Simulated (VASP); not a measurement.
# Re (Im-3m) in VASP: single point with PBE

Aim: the single point of Re with PBE.

Program: VASP 6.6.1. These are calculated values, not measurements. Logs are shortened: lines on timing, memory, paths and dates and some standing lists are left out, and cuts for length are marked.

**1. The cell of the first run**

Symmetry: Im-3m, No. 229, cubic system. The conventional cell has a = 2.627 Å, b = 2.627 Å, c = 2.627 Å, α = 90.00°, β = 90.00°, γ = 90.00°. Re (site symmetry m-3m) has 14 Re at 2.27 to 2.63 Å within 3.0 Å.

**2. Single point, PBE**

File INCAR:

```
SYSTEM = Re
PREC = Accurate
ENCUT = 520
EDIFF = 1E-6
ISMEAR = -1
SIGMA = 0.08
LREAL = .FALSE.
LASPH = .TRUE.
NELM = 80
ALGO = Normal
ISIF = 2
LWAVE = .FALSE.
LCHARG = .FALSE.
GGA = PE
NBANDS = 10
```

File KPOINTS:

```
Automatic mesh
0
G
  20 20 20
  0 0 0
```

File POSCAR:

```
Re
1.0
   -1.3132796643      1.3132796643      1.3132796643
    1.3132796643     -1.3132796643      1.3132796643
    1.3132796643      1.3132796643     -1.3132796643
Re
1
Direct
    0.0000000000      0.0000000000      0.0000000000
```

Potentials or basis: VASP PAW PBE potentials, release 64 (Re).

Command:

```sh
$ cat potpaw_PBE.64/Re/POTCAR > POTCAR
$ mpirun -np 1 vasp_std > vasp.out
```

OUTCAR:

```text
SYSTEM = Re
   PREC = Accurate
   ENCUT = 520
   EDIFF = 1E-6
   ISMEAR = -1
   LREAL = .FALSE.
   LASPH = .TRUE.
   NELM = 80
   ISIF = 2
   GGA = PE

 ion  position               nearest neighbor table
   1  0.000  0.000  0.000-

  LATTYP: Found a body centered cubic cell.
 ALAT       =     2.6265593286

  Lattice vectors:

 A1 = (  -1.3132796643,   1.3132796643,   1.3132796643)
 A2 = (   1.3132796643,  -1.3132796643,   1.3132796643)
 A3 = (   1.3132796643,   1.3132796643,  -1.3132796643)

Analysis of symmetry for initial positions (statically):
=====================================================================
 Subroutine PRICEL returns:
 Original cell was already a primitive cell.

 Routine SETGRP: Setting up the symmetry group for a
 body centered cubic supercell.

 Subroutine GETGRP returns: Found 48 space group operations
 (whereof 48 operations were pure point group operations)
 out of a pool of 48 trial point group operations.

The static configuration has the point symmetry O_h .

Analysis of symmetry for dynamics (positions and initial velocities):
=====================================================================
 Subroutine PRICEL returns:
 Original cell was already a primitive cell.

 Routine SETGRP: Setting up the symmetry group for a
 body centered cubic supercell.

 Subroutine GETGRP returns: Found 48 space group operations
 (whereof 48 operations were pure point group operations)
 out of a pool of 48 trial point group operations.

The dynamic configuration has the point symmetry O_h .

 Subroutine INISYM returns: Found 48 space group operations
 (whereof 48 operations are pure point group operations),
 and found     1 'primitive' translations

----------------------------------------------------------------------------------------

                                     Primitive cell

  volume of cell :       9.0601

  direct lattice vectors                    reciprocal lattice vectors
    -1.313279664  1.313279664  1.313279664     0.000000000  0.380726218  0.380726218
     1.313279664 -1.313279664  1.313279664     0.380726218  0.000000000  0.380726218
     1.313279664  1.313279664 -1.313279664     0.380726218  0.380726218  0.000000000

  length of vectors
     2.274667103  2.274667103  2.274667103     0.538428181  0.538428181  0.538428181

  position of ions in fractional coordinates (direct lattice)
     0.000000000  0.000000000  0.000000000

  ion indices of the primitive-cell ions
   primitive index   ion index
                 1           1

----------------------------------------------------------------------------------------

 KPOINTS: Automatic mesh

Automatic generation of k-mesh.
 Grid dimensions read from file:
 generate k-points for:   20   20   20

 Generating k-lattice:

  Cartesian coordinates                     Fractional coordinates (reciprocal lattice)
     0.000000000  0.019036311  0.019036311     0.050000000  0.000000000  0.000000000
     0.019036311  0.000000000  0.019036311     0.000000000  0.050000000  0.000000000
     0.019036311  0.019036311  0.000000000     0.000000000  0.000000000  0.050000000

  Length of vectors
     0.026921409  0.026921409  0.026921409

  Shift w.r.t. Gamma in fractional coordinates (k-lattice)
     0.000000000  0.000000000  0.000000000

 Subroutine IBZKPT returns following result:
 ===========================================

 Found    256 irreducible k-points:

 Following reciprocal coordinates:
            Coordinates               Weight
  0.000000  0.000000  0.000000      1.000000
  0.050000  0.000000  0.000000     12.000000
  0.100000  0.000000  0.000000     12.000000
  0.150000  0.000000  0.000000     12.000000
  0.200000  0.000000  0.000000     12.000000
  0.250000  0.000000  0.000000     12.000000
[... 16 lines left out ...]
  0.200000  0.100000 -0.000000     48.000000
  0.250000  0.100000  0.000000     48.000000
 [... further k-points ...]
   k-points           NKPTS =    256   k-points in BZ     NKDIM =    256   number of bands    NBANDS=     10
   number of dos      NEDOS =    301   number of ions     NIONS =      1
   total plane-waves  NPLWV =   5832
   dimension x,y,z NGX =    18 NGY =   18 NGZ =   18
   dimension x,y,z NGXF=    36 NGYF=   36 NGZF=   36
   ions per type =               1
   NGX,Y,Z   is equivalent  to a cutoff of  13.16, 13.16, 13.16 a.u.
   NGXF,Y,Z  is equivalent  to a cutoff of  26.31, 26.31, 26.31 a.u.
 SYSTEM =  Re
   PREC   = accura    normal or accurate (medium, high low for compatibility)
   ISTART =      0    job   : 0-new  1-cont  2-samecut
   ICHARG =      2    charge: 1-file 2-atom 10-const
   ISPIN  =      1    spin polarized calculation?
   LNONCOLLINEAR =      F non collinear calculations
   LSORBIT =      F    spin-orbit coupling
   LASPH  =      T    aspherical Exc in radial PAW
   ENCUT  =  520.0 eV  38.22 Ry    6.18 a.u.   4.23  4.23  4.23*2*pi/ulx,y,z
   NELM   =     80;   NELMIN=  2; NELMDL= -5     # of ELM steps
   EDIFF  = 0.1E-05   stopping-criterion for ELM
   LREAL  =      F    real-space projection
   EDIFFG = 0.1E-04   stopping-criterion for IOM
   NSW    =      0    number of steps for IOM
   IBRION =     -1    ionic relax: 0-MD 1-quasi-New 2-CG
   NFREE  =      0    steps in history (QN), initial steepest desc. (CG)
   ISIF   =      2    stress and relaxation
   ISYM   =      2    0-nonsym 1-usesym 2-fastsym
   POTIM  = 0.5000    time-step for ionic-motion
   TEBEG  =    0.0;   TEEND  =   0.0 temperature during run
   PSTRESS=    0.0 pullay stress
   NELECT =       7.0000    total number of electrons
   NUPDOWN=      -1.0000    fix difference up-down
   EMIN   =  10.00;   EMAX   =-10.00  energy-range for DOS
   EFERMI =   0.00;   METHOD = LEGACY
   ISMEAR =    -1;   SIGMA  =   0.08  broadening in eV -4-tet -1-fermi 0-gaus
   EFERMI_NEDOS =   21; number of points for ismear=-14 and -15
   IALGO  =     38    algorithm
   IMIX   =      4    mixing-type and parameters
     AMIX     =   0.40;   BMIX     =  1.00
     AMIX_MAG =   1.60;   BMIX_MAG =  1.00
  volume/ion in A,a.u.               =       9.06        61.14
  Fermi-wavevector in a.u.,A,eV,Ry     =   1.502209  2.838763 30.703331  2.256631
  Thomas-Fermi vector in A             =   2.613479
   LORBIT       =      0    0 simple, 1 ext, 2 COOP (PROOUT), +10 PAW based schemes
   GGA     = PE    functional components
   LHFCALC =     F    Hartree Fock is set to
   AEXX    =    0.0000 exact exchange contribution
   IVDW    =     0    specifies the selected vdW correction
   LEPSILON=     F    determine dielectric tensor
   LRPA    =     F    only Hartree local field effects (RPA)
 non-spin polarized calculation
  energy-cutoff  :      520.00
  volume of cell :        9.06
 maximum number of plane-waves:       251
 NGX is ok and might be reduce to    18
   NGX =  9   NGY =  9   NGZ =  9

 number of electron       7.0000000 magnetization

 Free energy of the ion-electron system (eV)
  ---------------------------------------------------
  ext. energy  EPLUGINS =         0.00000000
  ---------------------------------------------------
  free energy    TOTEN  =        -5.46054538 eV

  energy without entropy =       -5.44675470  energy(sigma->0) =       -5.45365004

 E-fermi :  16.5820     XC(G=0): -16.5564

 val. band max:       16.5775932087   @ k =   0.1500   0.0500   0.0500
 cond. band min:      16.5839769650   @ k =  -0.3000   0.3500   0.0500
 fundamental gap:      0.0063837563
 Fermi energy:        16.5819696306

 k-point     1 :       0.0000    0.0000    0.0000
  band No.  band energies     occupation
      1       2.4372      2.00000
      2      11.5097      2.00000
      3      11.5097      2.00000
      4      11.5097      2.00000
      5      17.5419      0.00001
      6      17.5419      0.00001
      7      32.6718      0.00000
      8      32.6718      0.00000
      9      32.6718      0.00000
     10      49.3532      0.00000

 k-point     2 :       0.0500    0.0000    0.0000
  band No.  band energies     occupation
      1       2.6751      2.00000
      2      11.3581      2.00000
      3      11.4880      2.00000
      4      11.7451      2.00000
      5      17.2595      0.00042
      6      17.5370      0.00001
      7      32.8943      0.00000
      8      33.0353      0.00000
      9      33.3679      0.00000
     10      49.3444      0.00000

 k-point     3 :       0.1000    0.0000    0.0000
  band No.  band energies     occupation
      1       3.3392      2.00000
      2      10.9385      2.00000
      3      11.3977      2.00000
      4      12.4428      2.00000
      5      16.6665      0.51583
      6      17.5369      0.00001
      7      33.5120      0.00000
      8      34.0903      0.00000
      9      35.2203      0.00000
     10      48.8935      0.00000

 k-point     4 :       0.1500    0.0000    0.0000
  band No.  band energies     occupation
      1       4.2598      2.00000
      2      10.3363      2.00000
      3      11.2374      2.00000
      4      13.5781      2.00000
      5      16.2351      1.97414
      6      17.5769      0.00001
      7      34.3500      0.00000
      8      35.7501      0.00000
      9      37.7164      0.00000
     10      46.7456      0.00000
[... 222 lines left out ...]
 k-point    22 :       0.1500    0.1000    0.0000
  band No.  band energies     occupation
      1       5.6663      2.00000
      2       9.7591      2.00000
      3      10.3526      2.00000
      4      15.5729      1.99999
      5      16.2500      1.96896
      6      18.3773      0.00000
      7      35.4677      0.00000
      8      38.0608      0.00000
      9      40.5895      0.00000
     10      44.3403      0.00000

 k-point    23 :       0.2000    0.1000   -0.0000
  band No.  band energies     occupation
      1       6.0288      2.00000
      2       9.0915      2.00000
      3      10.8463      2.00000
      4      15.8311      1.99983
      5      18.2688      0.00000
      6      18.7758      0.00000
      7      35.5051      0.00000
      8      38.6213      0.00000
      9      41.6577      0.00000
     10      45.7563      0.00000

 k-point    24 :       0.2500    0.1000    0.0000
  band No.  band energies     occupation
      1       5.7729      2.00000
      2       8.5094      2.00000
      3      12.0518      2.00000
      4      16.4382      1.71556
      5      19.1486      0.00000
      6      20.5182      0.00000
      7      34.2429      0.00000
      8      39.2733      0.00000
      9      42.3521      0.00000
     10      48.1364      0.00000

 [... further k-points ...]

------------------------ aborting loop because EDIFF is reached ----------------------------------------

  FORCE on cell =-STRESS in cart. coord.  units (eV):
  Direction    XX          YY          ZZ          XY          YZ          ZX
  --------------------------------------------------------------------------------------
  -------------------------------------------------------------------------------------
  Total       31.1308131     31.1308131     31.1308131     -0.0000000      0.0000000      0.0000000
  in kB     5505.1530380   5505.1530380   5505.1530380     -0.0000000      0.0000000      0.0000000
  external PRESSURE =    5505.1530380 kB  Pullay stress =       0.0000000 kB

 VOLUME and BASIS-vectors are now :
 -----------------------------------------------------------------------------
  energy-cutoff  :      520.00
  volume of cell :        9.06
      direct lattice vectors                 reciprocal lattice vectors
    -1.313279664  1.313279664  1.313279664     0.000000000  0.380726218  0.380726218
     1.313279664 -1.313279664  1.313279664     0.380726218  0.000000000  0.380726218
     1.313279664  1.313279664 -1.313279664     0.380726218  0.380726218  0.000000000

 POSITION                                       TOTAL-FORCE (eV/Angst)
 -----------------------------------------------------------------------------------
      0.00000      0.00000      0.00000         0.000000      0.000000      0.000000
 -----------------------------------------------------------------------------------
    total drift:                                0.000000      0.000000      0.000000

  FREE ENERGIE OF THE ION-ELECTRON SYSTEM (eV)
  ---------------------------------------------------
  free  energy   TOTEN  =        -5.4605453794 eV

  energy  without entropy=       -5.4467547021  energy(sigma->0) =       -5.45365004
```

Run time: 16 s. Hardware: 1 thread of Intel Xeon Platinum 8559C (Emerald Rapids), shared host; peak memory 0.14 GiB.

What came out:

* Free energy: -5.4605 eV
* Pressure: 550.5 GPa

Caveat: spin-orbit coupling is left out, which moves the levels of the heavy elements.
